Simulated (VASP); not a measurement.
# TiTe2 (P-3m1) in VASP: notebook

The runs below take TiTe2 through electric field gradients, with PBE, r2SCAN.

Everything below comes from runs of VASP 6.6.1. Logs are shortened: lines on timing, memory, paths and dates and some standing lists are left out, and cuts for length are marked.

**1. The cell of the first run**

It takes space group P-3m1 (No. 164, trigonal). The conventional cell has a = 3.777 Å, b = 3.777 Å, c = 6.498 Å, α = 90.00°, β = 90.00°, γ = 120.00°. Within 3.8 Å of Ti (site symmetry -3m) lie 6 Te at 2.77 Å and 6 Ti at 3.78 Å. Te (site symmetry 3m) has 3 Ti at 2.77 Å and 9 Te at 3.78 Å within 3.8 Å.

**2. Electric field gradients, PBE**

File INCAR:

```
ALGO     = Normal         # electronic algorithm
EDIFF    = 1E-8           # SCF threshold, eV
ENCUT    = 400            # plane-wave cutoff, eV
GGA      = PE             # functional
GGA_COMPAT= F            
ISIF     = 2              # what is computed and relaxed
ISMEAR   = -1             # smearing method
LASPH    = T              # aspherical terms in the spheres
LCHARG   = F              # write CHGCAR
LEFG     = T            
LREAL    = F              # projectors in reciprocal space
LWAVE    = F              # write WAVECAR
NBANDS   = 19             # bands
NELM     = 120            # most SCF steps
PREC     = Accurate       # precision mode
SIGMA    = 0.02           # smearing width, eV
```

File KPOINTS:

```
k-points
0
Gamma
  9 9 5
```

File POSCAR:

```
TiTe2
1.0
    3.7770000000      0.0000000000      0.0000000000
   -1.8885000000      3.2709779501      0.0000000000
    0.0000000000      0.0000000000      6.4980000000
Ti Te
1 2
Direct
    0.0000000000      0.0000000000      0.0000000000
    0.6666666667      0.3333333333      0.2628000000
    0.3333333333      0.6666666667      0.7372000000
```

Potentials or basis: VASP PAW PBE potentials, release 64 (Ti_sv, Te).

On the command line:

```
> cat potpaw_PBE.64/Ti_sv/POTCAR potpaw_PBE.64/Te/POTCAR > POTCAR
> mpirun -np 1 vasp_std > vasp.out
```

OUTCAR:

```text
EDIFF = 1E-8
   ENCUT = 400
   GGA = PE
   ISIF = 2
   ISMEAR = -1
   LASPH = T
   LREAL = F
   NELM = 120
   PREC = Accurate

 ion  position               nearest neighbor table
   1  0.000  0.000  0.000-   2 2.77   3 2.77   2 2.77   3 2.77   2 2.77   3 2.77
   2  0.667  0.333  0.263-   1 2.77   1 2.77   1 2.77
   3  0.333  0.667  0.737-   1 2.77   1 2.77   1 2.77

  LATTYP: Found a hexagonal cell.
 ALAT       =     3.7770000000
 C/A-ratio  =     1.7204130262

  Lattice vectors:

 A1 = (   3.7770000000,   0.0000000000,   0.0000000000)
 A2 = (  -1.8885000000,   3.2709779501,   0.0000000000)
 A3 = (   0.0000000000,   0.0000000000,   6.4980000000)

Analysis of symmetry for initial positions (statically):
=====================================================================
 Subroutine PRICEL returns:
 Original cell was already a primitive cell.

 Routine SETGRP: Setting up the symmetry group for a
 hexagonal supercell.

 Subroutine GETGRP returns: Found 12 space group operations
 (whereof 12 operations were pure point group operations)
 out of a pool of 24 trial point group operations.

The static configuration has the point symmetry D_3d.

Analysis of symmetry for dynamics (positions and initial velocities):
=====================================================================
 Subroutine PRICEL returns:
 Original cell was already a primitive cell.

 Routine SETGRP: Setting up the symmetry group for a
 hexagonal supercell.

 Subroutine GETGRP returns: Found 12 space group operations
 (whereof 12 operations were pure point group operations)
 out of a pool of 24 trial point group operations.

The dynamic configuration has the point symmetry D_3d.

 Subroutine INISYM returns: Found 12 space group operations
 (whereof 12 operations are pure point group operations),
 and found     1 'primitive' translations

----------------------------------------------------------------------------------------

                                     Primitive cell

  volume of cell :      80.2794

  direct lattice vectors                    reciprocal lattice vectors
     3.777000000  0.000000000  0.000000000     0.264760392  0.152859484  0.000000000
    -1.888500000  3.270977950  0.000000000     0.000000000  0.305718967  0.000000000
     0.000000000  0.000000000  6.498000000     0.000000000  0.000000000  0.153893506

  length of vectors
     3.777000000  3.777000000  6.498000000     0.305718967  0.305718967  0.153893506

  position of ions in fractional coordinates (direct lattice)
     0.000000000  0.000000000  0.000000000
     0.666666667  0.333333333  0.262800000
     0.333333333  0.666666667  0.737200000

  ion indices of the primitive-cell ions
   primitive index   ion index
                 1           1
                 2           2
                 3           3

----------------------------------------------------------------------------------------

 KPOINTS: k-points

Automatic generation of k-mesh.
 Grid dimensions read from file:
 generate k-points for:    9    9    5

 Generating k-lattice:

  Cartesian coordinates                     Fractional coordinates (reciprocal lattice)
     0.029417821  0.016984387  0.000000000     0.111111111 -0.000000000  0.000000000
     0.000000000  0.033968774  0.000000000     0.000000000  0.111111111  0.000000000
     0.000000000  0.000000000  0.030778701     0.000000000  0.000000000  0.200000000

  Length of vectors
     0.033968774  0.033968774  0.030778701

  Shift w.r.t. Gamma in fractional coordinates (k-lattice)
     0.000000000  0.000000000  0.000000000

 Subroutine IBZKPT returns following result:
 ===========================================

 Found     50 irreducible k-points:

 Following reciprocal coordinates:
            Coordinates               Weight
  0.000000  0.000000  0.000000      1.000000
  0.111111  0.000000  0.000000      6.000000
  0.222222  0.000000  0.000000      6.000000
  0.333333  0.000000  0.000000      6.000000
  0.444444  0.000000  0.000000      6.000000
  0.111111  0.111111  0.000000      6.000000
[... 16 lines left out ...]
  0.222222  0.111111  0.200000     12.000000
 -0.111111  0.333333  0.200000     12.000000
 [... further k-points ...]
   k-points           NKPTS =     50   k-points in BZ     NKDIM =     50   number of bands    NBANDS=     19
   number of dos      NEDOS =    301   number of ions     NIONS =      3
   total plane-waves  NPLWV =  32928
   dimension x,y,z NGX =    28 NGY =   28 NGZ =   42
   dimension x,y,z NGXF=    56 NGYF=   56 NGZF=   84
   ions per type =               1   2
   NGX,Y,Z   is equivalent  to a cutoff of  12.32, 12.32, 10.75 a.u.
   NGXF,Y,Z  is equivalent  to a cutoff of  24.65, 24.65, 21.49 a.u.
 SYSTEM =  unknown system
   PREC   = accura    normal or accurate (medium, high low for compatibility)
   ISTART =      0    job   : 0-new  1-cont  2-samecut
   ICHARG =      2    charge: 1-file 2-atom 10-const
   ISPIN  =      1    spin polarized calculation?
   LNONCOLLINEAR =      F non collinear calculations
   LSORBIT =      F    spin-orbit coupling
   LASPH  =      T    aspherical Exc in radial PAW
   ENCUT  =  400.0 eV  29.40 Ry    5.42 a.u.   6.16  6.16 10.60*2*pi/ulx,y,z
   NELM   =    120;   NELMIN=  2; NELMDL= -5     # of ELM steps
   EDIFF  = 0.1E-07   stopping-criterion for ELM
   LREAL  =      F    real-space projection
   EDIFFG = 0.1E-06   stopping-criterion for IOM
   NSW    =      0    number of steps for IOM
   IBRION =     -1    ionic relax: 0-MD 1-quasi-New 2-CG
   NFREE  =      0    steps in history (QN), initial steepest desc. (CG)
   ISIF   =      2    stress and relaxation
   ISYM   =      2    0-nonsym 1-usesym 2-fastsym
   POTIM  = 0.5000    time-step for ionic-motion
   TEBEG  =    0.0;   TEEND  =   0.0 temperature during run
   PSTRESS=    0.0 pullay stress
   NELECT =      24.0000    total number of electrons
   NUPDOWN=      -1.0000    fix difference up-down
   EMIN   =  10.00;   EMAX   =-10.00  energy-range for DOS
   EFERMI =   0.00;   METHOD = LEGACY
   ISMEAR =    -1;   SIGMA  =   0.02  broadening in eV -4-tet -1-fermi 0-gaus
   EFERMI_NEDOS =   21; number of points for ismear=-14 and -15
   IALGO  =     38    algorithm
   IMIX   =      4    mixing-type and parameters
     AMIX     =   0.40;   BMIX     =  1.00
     AMIX_MAG =   1.60;   BMIX_MAG =  1.00
  volume/ion in A,a.u.               =      26.76       180.58
  Fermi-wavevector in a.u.,A,eV,Ry     =   1.094655  2.068597 16.303438  1.198269
  Thomas-Fermi vector in A             =   2.230964
   LORBIT       =      0    0 simple, 1 ext, 2 COOP (PROOUT), +10 PAW based schemes
   GGA     = PE    functional components
   LHFCALC =     F    Hartree Fock is set to
   AEXX    =    0.0000 exact exchange contribution
   IVDW    =     0    specifies the selected vdW correction
   LEPSILON=     F    determine dielectric tensor
   LRPA    =     F    only Hartree local field effects (RPA)
 non-spin polarized calculation
  energy-cutoff  :      400.00
  volume of cell :       80.28
 maximum number of plane-waves:      1485
 NGX is ok and might be reduce to    28
   NGX = 13   NGY = 13   NGZ = 21

 number of electron      24.0000000 magnetization

 Free energy of the ion-electron system (eV)
  ---------------------------------------------------
  ext. energy  EPLUGINS =         0.00000000
  ---------------------------------------------------
  free energy    TOTEN  =       -16.20508412 eV

  energy without entropy =      -16.20281600  energy(sigma->0) =      -16.20395006

 E-fermi :   6.8212     XC(G=0):  -9.8604

 val. band max:        6.7844890325   @ k =   0.1111   0.0000   0.4000
 cond. band min:       6.8336766839   @ k =   0.1111   0.0000   0.0000
 fundamental gap:      0.0491876514
 Fermi energy:         6.8211817393

 k-point     1 :       0.0000    0.0000    0.0000
  band No.  band energies     occupation
      1     -50.6570      2.00000
      2     -26.9219      2.00000
      3     -26.9219      2.00000
      4     -26.8807      2.00000
      5      -5.5804      2.00000
      6      -4.0796      2.00000
[... 11 lines left out ...]
     18      11.9236      0.00000
     19      12.7622      0.00000
[... 485 lines left out ...]
 k-point    24 :      -0.1111    0.3333    0.2000
  band No.  band energies     occupation
      1     -50.6549      2.00000
      2     -26.9470      2.00000
      3     -26.9294      2.00000
      4     -26.8745      2.00000
      5      -4.6174      2.00000
      6      -3.8233      2.00000
[... 11 lines left out ...]
     18      12.7088      0.00000
     19      13.5101      0.00000

 [... further k-points ...]

------------------------ aborting loop because EDIFF is reached ----------------------------------------

  FORCE on cell =-STRESS in cart. coord.  units (eV):
  Direction    XX          YY          ZZ          XY          YZ          ZX
  --------------------------------------------------------------------------------------
  -------------------------------------------------------------------------------------
  Total        0.2448332      0.2448332      0.6484977      0.0000000      0.0000000      0.0000000
  in kB        4.8862593      4.8862593     12.9423969      0.0000000      0.0000000      0.0000000
  external PRESSURE =       7.5716385 kB  Pullay stress =       0.0000000 kB

 VOLUME and BASIS-vectors are now :
 -----------------------------------------------------------------------------
  energy-cutoff  :      400.00
  volume of cell :       80.28
      direct lattice vectors                 reciprocal lattice vectors
     3.777000000  0.000000000  0.000000000     0.264760392  0.152859484  0.000000000
    -1.888500000  3.270977950  0.000000000     0.000000000  0.305718967  0.000000000
     0.000000000  0.000000000  6.498000000     0.000000000  0.000000000  0.153893506

 POSITION                                       TOTAL-FORCE (eV/Angst)
 -----------------------------------------------------------------------------------
      0.00000      0.00000      0.00000         0.000000      0.000000      0.000000
      1.88850      1.09033      1.70767        -0.000000      0.000000      0.034053
     -0.00000      2.18065      4.79033         0.000000     -0.000000     -0.034053
 -----------------------------------------------------------------------------------
    total drift:                                0.000000     -0.000000     -0.000000

  FREE ENERGIE OF THE ION-ELECTRON SYSTEM (eV)
  ---------------------------------------------------
  free  energy   TOTEN  =       -16.2050841187 eV

  energy  without entropy=      -16.2028160044  energy(sigma->0) =      -16.20395006

 Electric field gradients (V/A^2)
---------------------------------------------------------------------
 ion       V_xx      V_yy      V_zz      V_xy      V_xz      V_yz
---------------------------------------------------------------------
   1      13.246    13.248   -26.494     0.002     0.000    -0.000
   2      26.973    26.972   -53.945    -0.000     0.000    -0.000
   3      26.973    26.972   -53.945    -0.000     0.000    -0.000
---------------------------------------------------------------------

 Electric field gradients after diagonalization (V/A^2)
 (convention: |V_zz| > |V_xx| > |V_yy|)
----------------------------------------------------------------------
 ion       V_xx      V_yy      V_zz     asymmetry (V_yy - V_xx)/ V_zz
----------------------------------------------------------------------
   1      13.249    13.245   -26.494       0.000
   2      26.973    26.972   -53.945       0.000
   3      26.973    26.972   -53.945       0.000
----------------------------------------------------------------------

           NMR quadrupolar parameters

 Cq : quadrupolar parameter    Cq=e*Q*V_zz/h
 eta: asymmetry parameters     (V_yy - V_xx)/ V_zz
 Q  : nuclear electric quadrupole moment in mb (millibarn)
----------------------------------------------------------------------
 ion       Cq(MHz)       eta       Q (mb)
----------------------------------------------------------------------
   1      -0.064       0.000       1.000
   2      -0.130       0.000       1.000
   3      -0.130       0.000       1.000
----------------------------------------------------------------------
```

It took 55 s on 1 thread of AMD EPYC 7R13 (Zen 3), shared host; peak memory 0.18 GiB.

Results:

```
Free energy                             : -16.2051 eV
Pressure                                : 0.8 GPa
Largest force                           : 0.034 eV/Å
Band gap on the k mesh                  : zero (bands 12 and 13 overlap by 0.64 eV)
Largest electric field gradient by atom : Ti -26.5; Te -53.9 V/Å²
```

Forces in eV/Å, atoms in the order of the input:
```
Ti   0.000  0.000  0.000
Te   0.000  0.000  0.034
Te   0.000  0.000 -0.034
```

Stress tensor (GPa, compression positive):
```
0.49 0.00 0.00
0.00 0.49 0.00
0.00 0.00 1.29
```

Electric field gradients, principal values (V/Å²):
| atom | least | middle | greatest (by size) |
| --- | --- | --- | --- |
| 1 Ti | 13.245 | 13.249 | -26.494 |
| 2 Te | 26.972 | 26.973 | -53.945 |
| 3 Te | 26.972 | 26.973 | -53.945 |

Caveat: without QUAD_EFG the Cq values of the log hold for a quadrupole moment of 1 mb, not for the nuclei; spin-orbit coupling is left out, which moves the levels of the heavy elements; this functional lacks dispersion, which binds the layers, so the pressure and a relaxed spacing across them are unreliable.

**3. Electric field gradients, PBE**

File INCAR:

```
PREC = Accurate ; ENCUT = 400
EDIFF = 1E-8 ; ISMEAR = -1
SIGMA = 0.05 ; LREAL = F
LASPH = T ; NELM = 120
ALGO = Normal ; ISIF = 2
LWAVE = F ; LCHARG = F
GGA = PE ; LEFG = T
NBANDS = 19 ; GGA_COMPAT = F
```

File KPOINTS:

```
regular mesh
0
Gamma
  10 10 5
```

POSCAR is that of step 2.

Potentials or basis: VASP PAW PBE potentials, release 64 (Ti_sv, Te).

On the command line:

```
> cat potpaw_PBE.64/Ti_sv/POTCAR potpaw_PBE.64/Te/POTCAR > POTCAR
> mpirun -np 1 vasp_std > vasp.out
```

OUTCAR:

```text
PREC = Accurate
   ENCUT = 400
   EDIFF = 1E-8
   ISMEAR = -1
   LREAL = F
   LASPH = T
   NELM = 120
   ISIF = 2
   GGA = PE

 ion  position               nearest neighbor table
   1  0.000  0.000  0.000-   2 2.77   3 2.77   2 2.77   3 2.77   2 2.77   3 2.77
   2  0.667  0.333  0.263-   1 2.77   1 2.77   1 2.77
   3  0.333  0.667  0.737-   1 2.77   1 2.77   1 2.77

  LATTYP: Found a hexagonal cell.
 ALAT       =     3.7770000000
 C/A-ratio  =     1.7204130262

  Lattice vectors:

 A1 = (   3.7770000000,   0.0000000000,   0.0000000000)
 A2 = (  -1.8885000000,   3.2709779501,   0.0000000000)
 A3 = (   0.0000000000,   0.0000000000,   6.4980000000)

Analysis of symmetry for initial positions (statically):
=====================================================================
 Subroutine PRICEL returns:
 Original cell was already a primitive cell.

 Routine SETGRP: Setting up the symmetry group for a
 hexagonal supercell.

[... 723 lines left out ...]

 POSITION                                       TOTAL-FORCE (eV/Angst)
 -----------------------------------------------------------------------------------
      0.00000      0.00000      0.00000        -0.000000      0.000000      0.000000
      1.88850      1.09033      1.70767        -0.000000      0.000000      0.039469
     -0.00000      2.18065      4.79033         0.000000     -0.000000     -0.039469
 -----------------------------------------------------------------------------------
    total drift:                                0.000000     -0.000000      0.000000

  FREE ENERGIE OF THE ION-ELECTRON SYSTEM (eV)
  ---------------------------------------------------
  free  energy   TOTEN  =       -16.2103097310 eV

  energy  without entropy=      -16.1991286398  energy(sigma->0) =      -16.20471919

 Electric field gradients (V/A^2)
---------------------------------------------------------------------
 ion       V_xx      V_yy      V_zz      V_xy      V_xz      V_yz
---------------------------------------------------------------------
   1      13.483    13.486   -26.969     0.002     0.000    -0.000
   2      28.327    28.327   -56.654    -0.000     0.000    -0.000
   3      28.327    28.327   -56.654    -0.000     0.000    -0.000
---------------------------------------------------------------------

 Electric field gradients after diagonalization (V/A^2)
 (convention: |V_zz| > |V_xx| > |V_yy|)
----------------------------------------------------------------------
 ion       V_xx      V_yy      V_zz     asymmetry (V_yy - V_xx)/ V_zz
----------------------------------------------------------------------
   1      13.487    13.482   -26.969       0.000
   2      28.327    28.327   -56.654       0.000
   3      28.327    28.327   -56.654       0.000
----------------------------------------------------------------------

           NMR quadrupolar parameters

 Cq : quadrupolar parameter    Cq=e*Q*V_zz/h
 eta: asymmetry parameters     (V_yy - V_xx)/ V_zz
 Q  : nuclear electric quadrupole moment in mb (millibarn)
----------------------------------------------------------------------
 ion       Cq(MHz)       eta       Q (mb)
----------------------------------------------------------------------
   1      -0.065       0.000       1.000
   2      -0.137       0.000       1.000
   3      -0.137       0.000       1.000
----------------------------------------------------------------------
```

OSZICAR:

```text
N       E                     dE             d eps       ncg     rms          rms(c)
DAV:   1     0.158505267190E+03    0.15851E+03   -0.93735E+03  2204   0.978E+02
DAV:   2    -0.468378012014E+01   -0.16319E+03   -0.15886E+03  2369   0.270E+02
DAV:   3    -0.180455028796E+02   -0.13362E+02   -0.13083E+02  3333   0.752E+01
[... 11 lines left out ...]
DAV:  15    -0.162103133015E+02    0.63127E-05   -0.89042E-06  2820   0.222E-02    0.229E-02
DAV:  16    -0.162103095146E+02    0.37868E-05   -0.20196E-05  2890   0.274E-02    0.312E-03
DAV:  17    -0.162103097026E+02   -0.18797E-06   -0.44324E-07  2524   0.487E-03    0.183E-03
DAV:  18    -0.162103097385E+02   -0.35871E-07   -0.19613E-08  2149   0.976E-04    0.169E-03
DAV:  19    -0.162103097310E+02    0.74633E-08   -0.29812E-08  2044   0.127E-03
   1 F= -.16210310E+02 E0= -.16204719E+02  d E =-.111811E-01
```

Wall time 62 s (1 thread of AMD EPYC 7R13 (Zen 3), shared host); peak memory 0.18 GiB.

Results:

```yaml
Free_energy: -16.2103 eV
Pressure: 0.8 GPa
Largest_force: 0.039 eV/Å
Band_gap_on_the_k_mesh: zero (bands 12 and 13 overlap by 0.60 eV)
Largest_electric_field_gradient_by_atom: Ti -27.0; Te -56.7 V/Å²
```

Forces on the atoms (eV/Å):
```
Ti   0.000  0.000  0.000
Te   0.000  0.000  0.039
Te   0.000  0.000 -0.039
```

Electric field gradients, principal values (V/Å²):
| atom | least | middle | greatest (by size) |
| --- | --- | --- | --- |
| 1 Ti | 13.482 | 13.487 | -26.969 |
| 2 Te | 28.327 | 28.327 | -56.654 |
| 3 Te | 28.327 | 28.327 | -56.654 |

Caveat: without QUAD_EFG the Cq values of the log hold for a quadrupole moment of 1 mb, not for the nuclei; spin-orbit coupling is left out, which moves the levels of the heavy elements; this functional lacks dispersion, which binds the layers, so the pressure and a relaxed spacing across them are unreliable.

[end of part 1 of 2]
